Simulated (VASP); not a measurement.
Here is a VASP 6.6.1 calculation.

The input POSCAR:

```
Si
1.0
    0.0000000000      0.0000000000      2.4937990725
    2.6290009028      0.0000000000      0.0000000000
   -0.0000000001      4.5535631368      0.0000000000
Si
2
Direct
    0.0000000000      0.0000000000     -0.0164706182
    0.0000000000      0.5000000000      0.5164706182
```

File INCAR.step1:

```
SYSTEM = Si
ALGO     = Normal         ! electronic algorithm
EDIFF    = 1E-4           ! SCF threshold, eV
ENCUT    = 520            ! plane-wave cutoff, eV
GGA      = PE             ! functional
ISMEAR   = 0              ! smearing method
LASPH    = .TRUE.         ! aspherical terms in the spheres
LCHARG   = .FALSE.        ! write CHGCAR
LREAL    = .FALSE.        ! projectors in reciprocal space
LWAVE    = .TRUE.         ! write WAVECAR
NBANDS   = 11             ! bands
NELM     = 60             ! most SCF steps
PREC     = Accurate       ! precision mode
SIGMA    = 0.15           ! smearing width, eV
```

File INCAR.step2:

```
SYSTEM = Si
ALGO     = Normal         ! electronic algorithm
EDIFF    = 1E-6           ! SCF threshold, eV
ENCUT    = 520            ! plane-wave cutoff, eV
ISIF     = 2              ! what is computed and relaxed
ISMEAR   = 0              ! smearing method
ISTART   = 1            
LASPH    = .TRUE.         ! aspherical terms in the spheres
LCHARG   = .FALSE.        ! write CHGCAR
LMIXTAU  = .TRUE.       
LREAL    = .FALSE.        ! projectors in reciprocal space
LWAVE    = .FALSE.        ! write WAVECAR
METAGGA  = R2SCAN         ! meta-GGA
NBANDS   = 11             ! bands
NELM     = 60             ! most SCF steps
PREC     = Accurate       ! precision mode
SIGMA    = 0.15           ! smearing width, eV
```

KPOINTS

```
k-points
0
G
  24 22 14
  0 0 0
```

Potentials or basis: VASP PAW PBE potentials, release 64 (Si).

Command:

```bash
$ cat potpaw_PBE.64/Si/POTCAR > POTCAR
$ cp INCAR.step1 INCAR
$ mpirun -np 1 vasp_std > vasp.out
$ cp INCAR.step2 INCAR
$ mpirun -np 1 vasp_std > vasp.out
```

(1) Predict the largest force.

(2) Predict the band gap on the k mesh.

(3) What does it give for the pressure?

## Answers

(1) 0.698 eV/Å.

(2) zero (bands 4 and 5 overlap by 7.74 eV).

(3) 1.3 GPa.

Caveat: the cell differs from its parent crystal (atoms displaced along a vibrational mode); the stress differs along the axes, from -2 to 4 GPa; the PAW data sets were made with another functional, which shifts forces and pressure a little.
